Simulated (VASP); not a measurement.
Wanted: the native input for a VASP 6.6.1 run.

```
Task                   : single point
Functional             : PBE
Potentials or basis    : VASP PAW PBE potentials, release 64 (Na_pv, F)
Cutoff                 : 520 eV
k mesh                 : 8 × 8 × 8
Occupations            : fermi-dirac, width 0.02 eV
Spin                   : no spin polarisation
Dipole correction      : no
Further INCAR settings : ALGO = Normal; EDIFF = 1e-06; NBANDS = 14
```

The structure of NaF lies in POSCAR:

```
NaF
1.0
    0.0000000000      2.5099987724      2.5312613679
    2.5099987724      0.0000000000      2.5312613679
    2.5099987724      2.5099987724      0.0000000000
Na F
1 1
Direct
    0.0000000000      0.0000000000      0.0000000000
    0.2500000000      0.2500000000      0.2500000000
```

This cell differs from its parent crystal: biaxial xy strain -0.8%.

The input as run:

INCAR

```
  PREC = Accurate
  ENCUT = 520
  EDIFF = 1E-6
  ISMEAR = -1
  SIGMA = 0.02
  LREAL = False
  LASPH = True
  NELM = 100
  ALGO = Normal
  ISIF = 2
  LWAVE = False
  LCHARG = False
  GGA = PE
  NBANDS = 14
```

KPOINTS

```
regular mesh
0
Gamma
  8 8 8
```

Potentials or basis: VASP PAW PBE potentials, release 64 (Na_pv, F).

Launch:

```sh
$ cat potpaw_PBE.64/Na_pv/POTCAR potpaw_PBE.64/F/POTCAR > POTCAR
$ mpirun -np 1 vasp_std > vasp.out
```

It gave:

- Pressure: 2.7 GPa
- Band gap on the k mesh: 5.67 eV

Caveat: the cell differs from its parent crystal (biaxial xy strain -0.8%); the structure was generated, so it needn't be the stable form of NaF.

Wall time 16 s on 1 thread of Intel(R) Xeon(R) Platinum 8488C (Sapphire Rapids), on a shared host, peak memory 0.15 GiB.
